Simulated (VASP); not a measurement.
# SrTe (Fm-3m) in VASP: a series of runs

Runs on SrTe. Level: r2SCAN. Tasks: single point, relaxation of cell and atoms.

All numbers are computed with VASP 6.6.1; they aren't measurements. Logs are shortened: lines on timing, memory, paths and dates and some standing lists are left out, and cuts for length are marked.

## 1. The cell of the first run

The structure is cubic, space group Fm-3m (No. 225). Conventional cell: a = 6.702 Å, b = 6.702 Å, c = 6.702 Å, α = 90.00°, β = 90.00°, γ = 90.00°. Sr (site symmetry m-3m) has 6 Te at 3.35 Å within 4.4 Å. Within 4.4 Å of Te (site symmetry m-3m) lie 6 Sr at 3.35 Å.

## 2. Single point, r2SCAN

Contents of POSCAR:

```
SrTe
1.0
    0.0000000000      3.3509446948      3.3509446948
    3.3509446948      0.0000000000      3.3509446948
    3.3509446948      3.3509446948      0.0000000000
Sr Te
1 1
Direct
    0.5000000000      0.5000000000      0.5000000000
    0.0000000000      0.0000000000      0.0000000000
```

Contents of INCAR.step1:

```
SYSTEM = SrTe
PREC     = Accurate       ! precision mode
ENCUT    = 550            ! plane-wave cutoff, eV
ISMEAR   = 0              ! smearing method
SIGMA    = 0.02           ! smearing width, eV
LREAL    = .FALSE.        ! projectors in reciprocal space
LASPH    = .TRUE.         ! aspherical terms in the spheres
NELM     = 120            ! most SCF steps
NBANDS   = 15             ! bands
GGA      = PE             ! functional
ALGO     = Normal         ! electronic algorithm
EDIFF    = 1E-5           ! SCF threshold, eV
LWAVE    = .TRUE.         ! write WAVECAR
LCHARG   = .FALSE.        ! write CHGCAR
GGA_COMPAT= .FALSE.
```

Contents of INCAR.step2:

```
SYSTEM = SrTe
PREC     = Accurate       ! precision mode
ENCUT    = 550            ! plane-wave cutoff, eV
EDIFF    = 1E-6           ! SCF threshold, eV
ISMEAR   = 0              ! smearing method
SIGMA    = 0.02           ! smearing width, eV
LREAL    = .FALSE.        ! projectors in reciprocal space
LASPH    = .TRUE.         ! aspherical terms in the spheres
NELM     = 120            ! most SCF steps
ALGO     = Normal         ! electronic algorithm
ISIF     = 2              ! what is computed and relaxed
LWAVE    = .FALSE.        ! write WAVECAR
LCHARG   = .TRUE.         ! write CHGCAR
METAGGA  = R2SCAN         ! meta-GGA
LMIXTAU  = .TRUE.       
LELF     = .TRUE.         ! ELF
LVHAR    = .TRUE.       
NBANDS   = 15             ! bands
ISTART   = 1            
GGA_COMPAT= .FALSE.
```

Contents of KPOINTS:

```
regular mesh
0
G
  8 8 8
  0 0 0
```

Potentials or basis: VASP PAW PBE potentials, release 64 (Sr_sv, Te).

On the command line:

```console
$ cat potpaw_PBE.64/Sr_sv/POTCAR potpaw_PBE.64/Te/POTCAR > POTCAR
$ cp INCAR.step1 INCAR
$ mpirun -np 1 vasp_std > vasp.out
$ cp INCAR.step2 INCAR
$ mpirun -np 1 vasp_std > vasp.out
```

OUTCAR:

```text
SYSTEM = SrTe
   PREC = Accurate
   ENCUT = 550
   EDIFF = 1E-6
   ISMEAR = 0
   LREAL = .FALSE.
   LASPH = .TRUE.
   NELM = 120
   ISIF = 2
   METAGGA = R2SCAN
   ISTART = 1

 ion  position               nearest neighbor table
   1  0.500  0.500  0.500-   2 3.35   2 3.35   2 3.35   2 3.35   2 3.35   2 3.35
   2  0.000  0.000  0.000-   1 3.35   1 3.35   1 3.35   1 3.35   1 3.35   1 3.35

  LATTYP: Found a face centered cubic cell.
 ALAT       =     6.7018893896

  Lattice vectors:

 A1 = (   0.0000000000,   3.3509446948,   3.3509446948)
 A2 = (   3.3509446948,   0.0000000000,   3.3509446948)
 A3 = (   3.3509446948,   3.3509446948,   0.0000000000)

Analysis of symmetry for initial positions (statically):
=====================================================================
 Subroutine PRICEL returns:
 Original cell was already a primitive cell.

 Routine SETGRP: Setting up the symmetry group for a
 face centered cubic supercell.

 Subroutine GETGRP returns: Found 48 space group operations
 (whereof 48 operations were pure point group operations)
 out of a pool of 48 trial point group operations.

The static configuration has the point symmetry O_h .

Analysis of symmetry for dynamics (positions and initial velocities):
=====================================================================
 Subroutine PRICEL returns:
 Original cell was already a primitive cell.

 Routine SETGRP: Setting up the symmetry group for a
 face centered cubic supercell.

 Subroutine GETGRP returns: Found 48 space group operations
 (whereof 48 operations were pure point group operations)
 out of a pool of 48 trial point group operations.

The dynamic configuration has the point symmetry O_h .

 Subroutine INISYM returns: Found 48 space group operations
 (whereof 48 operations are pure point group operations),
 and found     1 'primitive' translations

----------------------------------------------------------------------------------------

                                     Primitive cell

  volume of cell :      75.2544

  direct lattice vectors                    reciprocal lattice vectors
     0.000000000  3.350944695  3.350944695    -0.149211654  0.149211654  0.149211654
     3.350944695  0.000000000  3.350944695     0.149211654 -0.149211654  0.149211654
     3.350944695  3.350944695  0.000000000     0.149211654  0.149211654 -0.149211654

  length of vectors
     4.738951434  4.738951434  4.738951434     0.258442166  0.258442166  0.258442166

  position of ions in fractional coordinates (direct lattice)
     0.500000000  0.500000000  0.500000000
     0.000000000  0.000000000  0.000000000

  ion indices of the primitive-cell ions
   primitive index   ion index
                 1           1
                 2           2

----------------------------------------------------------------------------------------

 KPOINTS: regular mesh

Automatic generation of k-mesh.
 Grid dimensions read from file:
 generate k-points for:    8    8    8

 Generating k-lattice:

  Cartesian coordinates                     Fractional coordinates (reciprocal lattice)
    -0.018651457  0.018651457  0.018651457     0.125000000  0.000000000  0.000000000
     0.018651457 -0.018651457  0.018651457     0.000000000  0.125000000  0.000000000
     0.018651457  0.018651457 -0.018651457     0.000000000  0.000000000  0.125000000

  Length of vectors
     0.032305271  0.032305271  0.032305271

  Shift w.r.t. Gamma in fractional coordinates (k-lattice)
     0.000000000  0.000000000  0.000000000

 Subroutine IBZKPT returns following result:
 ===========================================

 Found     29 irreducible k-points:

 Following reciprocal coordinates:
            Coordinates               Weight
  0.000000  0.000000  0.000000      1.000000
  0.125000  0.000000  0.000000      8.000000
  0.250000  0.000000  0.000000      8.000000
  0.375000  0.000000  0.000000      8.000000
  0.500000  0.000000  0.000000      4.000000
  0.125000  0.125000  0.000000      6.000000
[... 16 lines left out ...]
  0.500000  0.250000  0.125000     48.000000
 -0.375000  0.250000  0.125000     24.000000
 [... further k-points ...]
   k-points           NKPTS =     29   k-points in BZ     NKDIM =     29   number of bands    NBANDS=     15
   number of dos      NEDOS =    301   number of ions     NIONS =      2
   total plane-waves  NPLWV =  46656
   dimension x,y,z NGX =    36 NGY =   36 NGZ =   36
   dimension x,y,z NGXF=    72 NGYF=   72 NGZF=   72
   ions per type =               1   1
   NGX,Y,Z   is equivalent  to a cutoff of  12.63, 12.63, 12.63 a.u.
   NGXF,Y,Z  is equivalent  to a cutoff of  25.26, 25.26, 25.26 a.u.
 SYSTEM =  SrTe
   PREC   = accura    normal or accurate (medium, high low for compatibility)
   ISTART =      1    job   : 0-new  1-cont  2-samecut
   ICHARG =      0    charge: 1-file 2-atom 10-const
   ISPIN  =      1    spin polarized calculation?
   LNONCOLLINEAR =      F non collinear calculations
   LSORBIT =      F    spin-orbit coupling
   LASPH  =      T    aspherical Exc in radial PAW
   ENCUT  =  550.0 eV  40.42 Ry    6.36 a.u.   9.06  9.06  9.06*2*pi/ulx,y,z
   NELM   =    120;   NELMIN=  2; NELMDL=  0     # of ELM steps
   EDIFF  = 0.1E-05   stopping-criterion for ELM
   LREAL  =      F    real-space projection
[... 7 lines left out ...]
   TEBEG  =    0.0;   TEEND  =   0.0 temperature during run
   PSTRESS=    0.0 pullay stress
   NELECT =      16.0000    total number of electrons
   NUPDOWN=      -1.0000    fix difference up-down
   EMIN   =  10.00;   EMAX   =-10.00  energy-range for DOS
   EFERMI =   0.00;   METHOD = LEGACY
   ISMEAR =     0;   SIGMA  =   0.02  broadening in eV -4-tet -1-fermi 0-gaus
   EFERMI_NEDOS =   21; number of points for ismear=-14 and -15
   IALGO  =     38    algorithm
   IMIX   =      4    mixing-type and parameters
     AMIX     =   0.40;   BMIX     =  1.00
     AMIX_MAG =   1.60;   BMIX_MAG =  1.00
  volume/ion in A,a.u.               =      37.63       253.92
  Fermi-wavevector in a.u.,A,eV,Ry     =   0.977097  1.846445 12.989728  0.954718
  Thomas-Fermi vector in A             =   2.107767
   LORBIT       =      0    0 simple, 1 ext, 2 COOP (PROOUT), +10 PAW based schemes
   METAGGA = R2SCAN    functional components
   LHFCALC =     F    Hartree Fock is set to
   AEXX    =    0.0000 exact exchange contribution
   IVDW    =     0    specifies the selected vdW correction
   LEPSILON=     F    determine dielectric tensor
   LRPA    =     F    only Hartree local field effects (RPA)
 non-spin polarized calculation
 Gauss-broadening in eV      SIGMA  =   0.02
  energy-cutoff  :      550.00
  volume of cell :       75.25
 maximum number of plane-waves:      2229
   NGX = 19   NGY = 19   NGZ = 19

 number of electron      16.0000000 magnetization

 Free energy of the ion-electron system (eV)
  ---------------------------------------------------
  ext. energy  EPLUGINS =         0.00000000
  ---------------------------------------------------
  free energy    TOTEN  =       -44.59733624 eV

  energy without entropy =      -44.59733624  energy(sigma->0) =      -44.59733624

 E-fermi :   2.6794     XC(G=0):  -8.8120

 val. band max:        2.4991187764   @ k =   0.0000   0.0000   0.0000
 cond. band min:       4.6389250953   @ k =   0.5000   0.5000   0.0000
 fundamental gap:      2.1398063189
 Fermi energy:         2.6793915063

 k-point     1 :       0.0000    0.0000    0.0000
  band No.  band energies     occupation
      1     -33.4417      2.00000
      2     -14.8053      2.00000
      3     -14.8053      2.00000
      4     -14.8053      2.00000
      5      -7.7133      2.00000
      6       2.4991      2.00000
      7       2.4991      2.00000
      8       2.4991      2.00000
      9       6.0258      0.00000
     10       6.2384      0.00000
     11       6.2384      0.00000
     12       6.2384      0.00000
     13       6.9143      0.00000
     14       6.9143      0.00000
     15      10.6228      0.00000

 k-point     2 :       0.1250    0.0000    0.0000
  band No.  band energies     occupation
      1     -33.4411      2.00000
      2     -14.8230      2.00000
      3     -14.8060      2.00000
      4     -14.8060      2.00000
      5      -7.6287      2.00000
      6       1.8809      2.00000
      7       2.2887      2.00000
      8       2.2887      2.00000
      9       6.1646      0.00000
     10       6.4513      0.00000
     11       6.4513      0.00000
     12       6.8440      0.00000
     13       7.3208      0.00000
     14       7.3208      0.00000
     15      11.1379      0.00000

 k-point     3 :       0.2500    0.0000    0.0000
  band No.  band energies     occupation
      1     -33.4397      2.00000
      2     -14.8649      2.00000
      3     -14.8076      2.00000
      4     -14.8076      2.00000
      5      -7.4147      2.00000
      6       0.8349      2.00000
      7       1.8784      2.00000
      8       1.8784      2.00000
      9       6.2350      0.00000
     10       6.9939      0.00000
     11       6.9939      0.00000
     12       8.2325      0.00000
     13       8.3575      0.00000
     14       8.3575      0.00000
     15      11.4301      0.00000

 k-point     4 :       0.3750    0.0000    0.0000
  band No.  band energies     occupation
      1     -33.4383      2.00000
      2     -14.9057      2.00000
      3     -14.8093      2.00000
      4     -14.8093      2.00000
      5      -7.1834      2.00000
      6       0.0310      2.00000
      7       1.5505      2.00000
      8       1.5505      2.00000
      9       6.5489      0.00000
     10       7.7778      0.00000
     11       7.7778      0.00000
     12       8.6416      0.00000
     13       9.5108      0.00000
     14       9.5108      0.00000
     15      11.1770      0.00000
[... 307 lines left out ...]
 k-point    22 :       0.3750    0.2500    0.1250
  band No.  band energies     occupation
      1     -33.4386      2.00000
      2     -14.8695      2.00000
      3     -14.8266      2.00000
      4     -14.8120      2.00000
      5      -7.3183      2.00000
      6       0.5507      2.00000
      7       1.7089      2.00000
      8       1.7407      2.00000
      9       5.9066      0.00000
     10       7.2675      0.00000
     11       7.8007      0.00000
     12       7.8101      0.00000
     13       8.6168      0.00000
     14       9.7422      0.00000
     15      11.2354      0.00000

 k-point    23 :       0.5000    0.2500    0.1250
  band No.  band energies     occupation
      1     -33.4375      2.00000
      2     -14.8900      2.00000
      3     -14.8340      2.00000
      4     -14.8161      2.00000
      5      -7.1787      2.00000
      6       0.2487      2.00000
      7       1.3293      2.00000
      8       1.5056      2.00000
      9       6.3615      0.00000
     10       7.8521      0.00000
     11       8.0956      0.00000
     12       8.4593      0.00000
     13       8.7178      0.00000
     14       9.9540      0.00000
     15      10.8798      0.00000

 k-point    24 :      -0.3750    0.2500    0.1250
  band No.  band energies     occupation
      1     -33.4370      2.00000
      2     -14.8989      2.00000
      3     -14.8349      2.00000
      4     -14.8193      2.00000
      5      -7.1192      2.00000
      6       0.1395      2.00000
      7       1.1636      2.00000
      8       1.4221      2.00000
      9       6.9646      0.00000
     10       7.2262      0.00000
     11       8.5747      0.00000
     12       8.7794      0.00000
     13       8.9749      0.00000
     14       9.7375      0.00000
     15      11.3595      0.00000

 [... further k-points ...]

------------------------ aborting loop because EDIFF is reached ----------------------------------------

  FORCE on cell =-STRESS in cart. coord.  units (eV):
  Direction    XX          YY          ZZ          XY          YZ          ZX
  --------------------------------------------------------------------------------------
  -------------------------------------------------------------------------------------
  Total        0.0729873      0.0729873      0.0729873     -0.0000000      0.0000000      0.0000000
  in kB        1.5539101      1.5539101      1.5539101     -0.0000000      0.0000000      0.0000000
  external PRESSURE =       1.5539101 kB  Pullay stress =       0.0000000 kB

 VOLUME and BASIS-vectors are now :
 -----------------------------------------------------------------------------
  energy-cutoff  :      550.00
  volume of cell :       75.25
      direct lattice vectors                 reciprocal lattice vectors
     0.000000000  3.350944695  3.350944695    -0.149211654  0.149211654  0.149211654
     3.350944695  0.000000000  3.350944695     0.149211654 -0.149211654  0.149211654
     3.350944695  3.350944695  0.000000000     0.149211654  0.149211654 -0.149211654

 POSITION                                       TOTAL-FORCE (eV/Angst)
 -----------------------------------------------------------------------------------
      3.35094      3.35094      3.35094         0.000000      0.000000      0.000000
      0.00000      0.00000      0.00000        -0.000000     -0.000000     -0.000000
 -----------------------------------------------------------------------------------
    total drift:                                0.000000      0.000000      0.000000

  FREE ENERGIE OF THE ION-ELECTRON SYSTEM (eV)
  ---------------------------------------------------
  free  energy   TOTEN  =       -44.5973362351 eV

  energy  without entropy=      -44.5973362351  energy(sigma->0) =      -44.59733624
```

Run time: 72 s. Hardware: 1 thread of Intel Xeon Platinum 8488C (Sapphire Rapids), shared host; peak memory 0.23 GiB.

Results:

```yaml
Free_energy: -44.5973 eV
Pressure: 0.2 GPa
Band_gap_on_the_k_mesh: 2.14 eV (least direct gap 2.89 eV)
```

Caveat: the PAW data sets were made with another functional, which shifts forces and pressure a little; spin-orbit coupling is left out, which moves the levels of the heavy elements.

(Part 1 of 2 ends here.)
